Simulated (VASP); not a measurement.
Here is a VASP 6.6.1 calculation.

The input INCAR:

```
PREC = Accurate
ENCUT = 520
EDIFF = 1E-7
ISMEAR = 0
SIGMA = 0.02
LREAL = F
LASPH = T
NELM = 150
ALGO = Normal
ISIF = 2
LWAVE = F
LCHARG = T
ISPIN = 2
MAGMOM = 2.88 0.24
LORBIT = 11
LMAXMIX = 4
LDAU = T
LDAUTYPE = 2
LDAUL = 2 -1
LDAUU = 3.32 0
LDAUJ = 0 0
LDAUPRINT = 1
GGA = PE
LELF = T
LVHAR = T
NBANDS = 18
```

File KPOINTS:

```
Automatic mesh
0
Gamma
  12 12 12
```

POSCAR

```
CoO
1.0
    1.4726402129      0.8502292234      2.3703205578
   -1.4726402129      0.8502292234      2.3703205578
    0.0000000000     -1.7004584466      2.3703205579
Co O
1 1
Direct
    0.0000000000      0.0000000000      0.0000000000
    0.5000000000      0.5000000000      0.5000000000
```

Potentials or basis: VASP PAW PBE potentials, release 64 (Co, O).

Run with:

```console
$ cat potpaw_PBE.64/Co/POTCAR potpaw_PBE.64/O/POTCAR > POTCAR
$ mpirun -np 1 vasp_std > vasp.out
```

Question: Estimate the site moments.

Answer: Co +2.72; O +0.27 μB.

Question: Estimate the pressure.

Answer: 17.9 GPa.

Question: Predict the net moment.

Answer: 3.00 μB per cell.

Question: Predict the band gap on the k mesh.

Answer: Zero (filled and empty bands overlap).

Stress tensor (GPa, compression positive):
```
18.53  0.00  0.00
 0.00 18.53  0.00
 0.00  0.00 16.67
```

Caveat: the cell stands under pressure; a cell with one magnetic atom can't hold antiferromagnetic order, which such compounds often take. The state reached can hang on the start; a lower one may exist.
